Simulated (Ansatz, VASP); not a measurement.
Co in VASP and in Ansatz

```
Co
1.0
     0.00000    3.25794    3.25794
     3.25794    0.00000    3.25794
     3.25794    3.25794    0.00000
Co
6
Direct
  0.25000 0.25000 0.25000
  0.00000 0.00000 0.00000
  0.62500 0.62500 0.12500
  0.62500 0.12500 0.62500
  0.12500 0.62500 0.62500
  0.62500 0.62500 0.62500
```

Alike in both runs: functional PBE; k mesh 6 × 6 × 6; occupations gaussian, width 0.1 eV; collinear spin.

Ansatz relaxed the structure, and its values are those at the end. VASP's run is a single point on that final structure, the one shown.

|  | VASP | Ansatz |
| --- | --- | --- |
| version | VASP 6.6.1 | Ansatz 0.2.0 |
| potentials or method | VASP PAW PBE potentials, release 64 (Co), cutoff 520 eV | scalar-relativistic, plane waves, PAW |
| valence electrons in the cell | 54 | 102 |

```csv
,VASP,Ansatz,Ansatz less VASP
gap on the k mesh at the Fermi level (eV),none,none,-
pressure (GPa),-0.7,0.3,+0.98
net moment per atom (μB),1.74,1.77,+0.028
size of the moment on the site where the two differ most (μB),1.74,1.82,+0.081
```

Site moments also hang on the region over which each program counts them. A gap of «none» marks a metal or a gap that the smearing closes. With one functional, cell and mesh, what is left measures potentials, basis and numerics. VASP's potentials hold 54 valence electrons a cell and Ansatz's 102, so a difference there can come from the potentials and not from the codes.
